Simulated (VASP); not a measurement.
C, 1 atom in the cell. Symmetry: P6/mmm, No. 191, hexagonal system. Conventional cell: a = 1.854 Å, b = 1.854 Å, c = 1.425 Å, α = 90.00°, β = 90.00°, γ = 120.00°. C (site symmetry 6/mmm) has 8 C at 1.42 to 1.85 Å within 1.9 Å. 

* Program: VASP 6.6.1
* Task: relaxation of shape and atoms at fixed volume
* Functional: PBE
* Potentials or basis: VASP PAW PBE potentials, release 64 (C)
* Cutoff: 600 eV
* k mesh: 24 × 24 × 22
* Occupations: fermi-dirac, width 0.1 eV
* Spin: no spin polarisation
* Dipole correction: no
* Further INCAR settings: ALGO = Normal; EDIFF = 1e-06; IBRION = 2; EDIFFG = -0.005; NSW = 50; ISIF = 4

Potentials or basis: VASP PAW PBE potentials, release 64 (C).

Run with:

```console
$ cat potpaw_PBE.64/C/POTCAR > POTCAR
$ mpirun -np 1 vasp_std > vasp.out
```

Hardware: 1 thread of Intel(R) Xeon(R) 6975P-C (Granite Rapids) (shared host).

Question: How long does it take, and how much memory?

Answer: It took 21 s on 1 thread of Intel(R) Xeon(R) 6975P-C (Granite Rapids) (shared host), peak memory 0.12 GiB. Counts: scf iterations 35, k points 732, ion steps 7.
